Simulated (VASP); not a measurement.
# AlN (P6_3mc) in VASP: notebook

Runs on AlN. Level: LDA. Tasks: elastic constants.

Program: VASP 6.6.1. These are calculated values, not measurements. Logs are shortened: lines on timing, memory, paths and dates and some standing lists are left out, and cuts for length are marked.

### 1 The cell of the first run

The structure is hexagonal, space group P6_3mc (No. 186). Conventional cell: a = 3.084 Å, b = 3.084 Å, c = 4.935 Å, α = 90.00°, β = 90.00°, γ = 120.00°. Within 2.5 Å of Al (site symmetry 3m) lie 4 N at 1.87 to 1.89 Å. Within 2.5 Å of N (site symmetry 3m) lie 4 Al at 1.87 to 1.89 Å.

### 2 Elastic constants, LDA

INCAR

```
ALGO     = Normal         # electronic algorithm
EDIFF    = 1E-8           # SCF threshold, eV
ENCUT    = 600            # plane-wave cutoff, eV
IBRION   = 6              # ionic algorithm
ISIF     = 3              # what is computed and relaxed
ISMEAR   = 0              # smearing method
LASPH    = True           # aspherical terms in the spheres
LCHARG   = False          # write CHGCAR
LREAL    = False          # projectors in reciprocal space
LWAVE    = False          # write WAVECAR
NBANDS   = 16             # bands
NELM     = 80             # most SCF steps
NFREE    = 2            
NSW      = 1              # ionic steps
POTIM    = 0.015          # step
PREC     = Accurate       # precision mode
SIGMA    = 0.01           # smearing width, eV
```

KPOINTS

```
k-points
0
Gamma
  8 8 4
```

POSCAR

```
AlN
1.0
    3.0843150289      0.0000000000      0.0000000000
   -1.5421575145      2.6710951683      0.0000000000
    0.0000000000      0.0000000000      4.9346559146
Al N
2 2
Direct
    0.3333333333      0.6666666667     -0.0010312562
    0.6666666667      0.3333333333      0.4989687438
    0.3333333333      0.6666666667      0.3810312562
    0.6666666667      0.3333333333      0.8810312562
```

Potentials or basis: VASP PAW LDA potentials, release 64 (Al, N).

Started as:

```
$ cat potpaw_LDA.64/Al/POTCAR potpaw_LDA.64/N/POTCAR > POTCAR
$ mpirun -np 1 vasp_std > vasp.out
```

OUTCAR:

```text
EDIFF = 1E-8
   ENCUT = 600
   IBRION = 6
   ISIF = 3
   ISMEAR = 0
   LASPH = True
   LREAL = False
   NELM = 80
   NFREE = 2
   NSW = 1
   POTIM = 0.015
   PREC = Accurate

 ion  position               nearest neighbor table
   1  0.333  0.667  0.999-   4 1.87   4 1.87   4 1.87   3 1.89   2 3.04   2 3.04   2 3.04   2 3.04
                             2 3.04   2 3.04
   2  0.667  0.333  0.499-   3 1.87   3 1.87   3 1.87   4 1.89   1 3.04   1 3.04   1 3.04   1 3.04
                             1 3.04   1 3.04
   3  0.333  0.667  0.381-   2 1.87   2 1.87   2 1.87   1 1.89
   4  0.667  0.333  0.881-   1 1.87   1 1.87   1 1.87   2 1.89

  LATTYP: Found a hexagonal cell.
 ALAT       =     3.0843150289
 C/A-ratio  =     1.5999195505

  Lattice vectors:

 A1 = (   3.0843150289,   0.0000000000,   0.0000000000)
 A2 = (  -1.5421575145,   2.6710951683,   0.0000000000)
 A3 = (   0.0000000000,   0.0000000000,   4.9346559146)

Analysis of symmetry for initial positions (statically):
=====================================================================
 Subroutine PRICEL returns:
 Original cell was already a primitive cell.

 Routine SETGRP: Setting up the symmetry group for a
 hexagonal supercell.

 Subroutine GETGRP returns: Found 12 space group operations
 (whereof  6 operations were pure point group operations)
 out of a pool of 24 trial point group operations.

The static configuration has the point symmetry C_3v.
 The point group associated with its full space group is C_6v.

Analysis of symmetry for dynamics (positions and initial velocities):
=====================================================================
 Subroutine PRICEL returns:
 Original cell was already a primitive cell.

 Routine SETGRP: Setting up the symmetry group for a
 hexagonal supercell.

 Subroutine GETGRP returns: Found 12 space group operations
 (whereof  6 operations were pure point group operations)
 out of a pool of 24 trial point group operations.

The dynamic configuration has the point symmetry C_3v.
 The point group associated with its full space group is C_6v.

 Subroutine INISYM returns: Found 12 space group operations
 (whereof  6 operations are pure point group operations),
 and found     1 'primitive' translations

----------------------------------------------------------------------------------------

                                     Primitive cell

  volume of cell :      40.6542

  direct lattice vectors                    reciprocal lattice vectors
     3.084315029  0.000000000  0.000000000     0.324221096  0.187189137  0.000000000
    -1.542157514  2.671095168  0.000000000     0.000000000  0.374378274  0.000000000
     0.000000000  0.000000000  4.934655915     0.000000000  0.000000000  0.202648375

  length of vectors
     3.084315029  3.084315029  4.934655915     0.374378274  0.374378274  0.202648375

  position of ions in fractional coordinates (direct lattice)
     0.333333333  0.666666667  0.998968744
     0.666666667  0.333333333  0.498968744
     0.333333333  0.666666667  0.381031256
     0.666666667  0.333333333  0.881031256

  ion indices of the primitive-cell ions
   primitive index   ion index
                 1           1
[... 118 lines left out ...]

 Free energy of the ion-electron system (eV)
  ---------------------------------------------------
  ext. energy  EPLUGINS =         0.00000000
  ---------------------------------------------------
  free energy    TOTEN  =       -32.84078609 eV

  energy without entropy =      -32.84078609  energy(sigma->0) =      -32.84078609

------------------------ aborting loop because EDIFF is reached ----------------------------------------

  FORCE on cell =-STRESS in cart. coord.  units (eV):
  Direction    XX          YY          ZZ          XY          YZ          ZX
  --------------------------------------------------------------------------------------
  -------------------------------------------------------------------------------------
  Total        0.3935265      0.3935265      0.3874325     -0.0000000      0.0000000      0.0000000
  in kB       15.5088507     15.5088507     15.2686859     -0.0000000      0.0000000      0.0000000
  external PRESSURE =      15.4287958 kB  Pullay stress =       0.0000000 kB
[... 95 lines left out ...]
  FREE ENERGIE OF THE ION-ELECTRON SYSTEM (eV)
  ---------------------------------------------------
  free  energy   TOTEN  =       -32.8205099185 eV

  energy  without entropy=      -32.8205099185  energy(sigma->0) =      -32.82050992

[... ionic steps 4 to 18 ...]

--------------------------------------- Ionic step       19  -------------------------------------------

 number of electron      15.9999999 magnetization

------------------------ aborting loop because EDIFF is reached ----------------------------------------
[... 71 lines left out ...]
--------------------------------------- Ionic step       21  -------------------------------------------

 number of electron      16.0000000 magnetization

 Free energy of the ion-electron system (eV)
  ---------------------------------------------------
  ext. energy  EPLUGINS =         0.00000000
  ---------------------------------------------------
  free energy    TOTEN  =       -32.83839455 eV

  energy without entropy =      -32.83839455  energy(sigma->0) =      -32.83839455

 E-fermi :   6.1901     XC(G=0): -11.3634

 val. band max:        6.1376837915   @ k =   0.0000   0.0000   0.0000
 cond. band min:      10.6226322553   @ k =   0.0000   0.0000   0.0000
 fundamental gap:      4.4849484638
 Fermi energy:         6.1900752581

 k-point     1 :       0.0000    0.0000    0.0000
  band No.  band energies     occupation
      1      -9.0422      2.00000
      2      -6.7308      2.00000
      3      -0.0221      2.00000
      4       5.2761      2.00000
      5       5.2761      2.00000
      6       5.9400      2.00000
[... 433 lines left out ...]
      3       0.9243      2.00000
      4       0.9491      2.00000
      5       4.5994      2.00000
      6       4.6284      2.00000
[... 8 lines left out ...]
     15      19.3499      0.00000
     16      19.4797      0.00000

 [... further k-points ...]
[... 5 lines left out ...]
  --------------------------------------------------------------------------------------
  -------------------------------------------------------------------------------------
  Total        0.3027985      0.3027985      0.6006829     -0.0000000      0.0000000      0.0000000
  in kB       11.9332665     11.9332665     23.6728666     -0.0000000      0.0000000      0.0000000
  external PRESSURE =      15.8464665 kB  Pullay stress =       0.0000000 kB
[... 19 lines left out ...]
  FREE ENERGIE OF THE ION-ELECTRON SYSTEM (eV)
  ---------------------------------------------------
  free  energy   TOTEN  =       -32.8383945538 eV

  energy  without entropy=      -32.8383945538  energy(sigma->0) =      -32.83839455

 INTERNAL STRAIN TENSORS FROM STRAINED CELLS
 ============================================

 INTERNAL STRAIN TENSOR FOR ION    1 for displacements in x,y,z  (eV/Angst):
          X           Y           Z          XY          YZ          ZX
  --------------------------------------------------------------------------------
  x     0.00000    -0.00000    -0.00000    -9.90816     0.00000    -5.88030
  y    -9.93578     9.97325    -0.00000    -0.00005    -5.87105     0.00000
  z    -6.13743    -6.14767    13.64514    -0.00034    -0.00153    -0.00015

 INTERNAL STRAIN TENSORS FROM DISPLACED ATOMS
 ============================================

 INTERNAL STRAIN TENSOR FOR ION    1 for displacements in x,y,z  (eV/Angst):
          X           Y           Z          XY          YZ          ZX
  --------------------------------------------------------------------------------
  x     0.00000    -0.00000    -0.00000    -9.92333     0.00000    -5.87610
  y    -9.92333     9.92333     0.00000    -0.00000    -5.87610     0.00000
  z    -6.11958    -6.11958    13.58898     0.00000     0.00000    -0.00000

 INTERNAL STRAIN TENSOR FOR ION    4 for displacements in x,y,z  (eV/Angst):
          X           Y           Z          XY          YZ          ZX
  --------------------------------------------------------------------------------
  x    -0.00000     0.00000     0.00000    11.51644    -0.00000     5.87979
  y    11.51644   -11.51644     0.00000     0.00000     5.87979    -0.00000
  z     6.12441     6.12441   -13.59456    -0.00000     0.00000    -0.00000

 Eigenvectors and eigenvalues of the dynamical matrix
 ----------------------------------------------------

   1 f  =   22.107123 THz   138.903149 2PiTHz  737.414240 cm-1    91.427672 meV
             X         Y         Z           dx          dy          dz
     -0.000000  1.780730  4.929567    -0.000000    0.000000    0.016841
      1.542158  0.890365  2.462239    -0.000000    0.000000   -0.016841
     -0.000000  1.780730  1.880258     0.000000   -0.000000   -0.706906
      1.542158  0.890365  4.347586     0.000000   -0.000000    0.706906
[... 71 lines left out ...]
  12 f/i=    0.000889 THz     0.005589 2PiTHz    0.029668 cm-1     0.003678 meV
             X         Y         Z           dx          dy          dz
     -0.000000  1.780730  4.929567    -0.540074    0.193706    0.000000
      1.542158  0.890365  2.462239    -0.540074    0.193706    0.000000
     -0.000000  1.780730  1.880258    -0.389013    0.139525    0.000000
      1.542158  0.890365  4.347586    -0.389013    0.139525    0.000000

--------------------------------------------------------------------------------------------------------

 ELASTIC MODULI CONTR FROM IONIC RELAXATION (kBar)
 Direction    XX          YY          ZZ          XY          YZ          ZX
 --------------------------------------------------------------------------------
 XX        -830.0254    391.8156    486.4462      0.0000      0.0000     -0.0000
 YY         391.8156   -830.0254    486.4462      0.0000     -0.0000      0.0000
 ZZ         486.4462    486.4462  -1079.9846     -0.0000      0.0000      0.0000
 XY           0.0000      0.0000     -0.0000   -610.9205     -0.0000     -0.0000
 YZ           0.0000      0.0000      0.0000     -0.0000   -169.0841      0.0000
 ZX          -0.0000      0.0000      0.0000     -0.0000      0.0000   -169.0841
 --------------------------------------------------------------------------------

 TOTAL ELASTIC MODULI (kBar)
 Direction    XX          YY          ZZ          XY          YZ          ZX
 --------------------------------------------------------------------------------
 XX        4016.9525   1495.3951   1169.1894     -0.0000      0.0000     -0.0000
 YY        1495.3951   4016.9525   1169.1894     -0.0000     -0.0000      0.0000
 ZZ        1169.1894   1169.1894   3734.0956     -0.0000      0.0000      0.0000
 XY          -0.0000     -0.0000     -0.0000   1260.7787     -0.0000     -0.0000
 YZ           0.0000      0.0000      0.0000     -0.0000   1156.1544     -0.0000
 ZX          -0.0000      0.0000      0.0000     -0.0000     -0.0000   1156.1545
 --------------------------------------------------------------------------------
```

It took 5.6 min on 1 thread of Intel Xeon 6975P-C (Granite Rapids), shared host; peak memory 0.29 GiB.

What came out:

```
Voigt bulk modulus                                      : 216 GPa
Highest phonon frequency at Γ, LO-TO splitting left out : 737 cm⁻¹
```

Phonon frequencies in cm⁻¹ (negative: imaginary):
```tsv
q point	frequencies
(0.000, 0.000, 0.000)	0 0 0 239 239 557 631 679 679 689 689 737
```

Elastic tensor in Voigt notation (GPa, in the Cartesian axes of the cell as first typed):
```
402 150 117   0   0   0
150 402 117   0   0   0
117 117 373   0   0   0
  0   0   0 116   0   0
  0   0   0   0 116   0
  0   0   0   0   0 126
```

Clamped-ion elastic tensor (GPa):
```
485 110  68   0   0   0
110 485  68   0   0   0
 68  68 481   0   0   0
  0   0   0 133   0   0
  0   0   0   0 133   0
  0   0   0   0   0 187
```

Caveat: the cell is under stress, which shifts elastic constants.

### 3 Elastic constants, LDA

This run uses another cell than the first one, of 10.21 Å³/atom.

INCAR

```
PREC = Accurate
ENCUT = 600
EDIFF = 1E-8
ISMEAR = 0
SIGMA = 0.01
LREAL = F
LASPH = T
NELM = 60
ALGO = Normal
ISIF = 3
LWAVE = F
LCHARG = F
GGA = CA
NBANDS = 16
IBRION = 6
NFREE = 2
POTIM = 0.015
NSW = 1
```

KPOINTS

```
regular mesh
0
Gamma
  8 8 4
```

POSCAR

```
AlN
1.0
    3.0887635703      0.0000000000      0.0000000000
   -1.5443817851      2.6749477181      0.0000000000
    0.0000000000      0.0000000000      4.9432640587
Al N
2 2
Direct
    0.3333333333      0.6666666667     -0.0009922734
    0.6666666667      0.3333333333      0.4990077266
    0.3333333333      0.6666666667      0.3809922734
    0.6666666667      0.3333333333      0.8809922734
```

Potentials or basis: VASP PAW LDA potentials, release 64 (Al, N).

Started as:

```
$ cat potpaw_LDA.64/Al/POTCAR potpaw_LDA.64/N/POTCAR > POTCAR
$ mpirun -np 1 vasp_std > vasp.out
```

Run time: 6.5 min. Hardware: 1 thread of Intel Xeon 6975P-C (Granite Rapids), shared host; peak memory 0.29 GiB.

The run converged. Its results:

* Voigt bulk modulus: 213 GPa
* Highest phonon frequency at Γ, LO-TO splitting left out: 734 cm⁻¹

Phonon frequencies in cm⁻¹ (negative: imaginary):
| q point | frequencies |
| --- | --- |
| (0.000, 0.000, 0.000) | 0 0 0 239 239 555 627 674 674 685 685 734 |

Elastic tensor in Voigt notation (GPa, in the Cartesian axes of the cell as first typed):
```
399 146 114   0   0   0
146 399 114   0   0   0
114 114 371   0   0   0
  0   0   0 115   0   0
  0   0   0   0 115   0
  0   0   0   0   0 126
```

Clamped-ion elastic tensor (GPa):
```
479 108  67   0   0   0
108 479  67   0   0   0
 67  67 475   0   0   0
  0   0   0 132   0   0
  0   0   0   0 132   0
  0   0   0   0   0 185
```
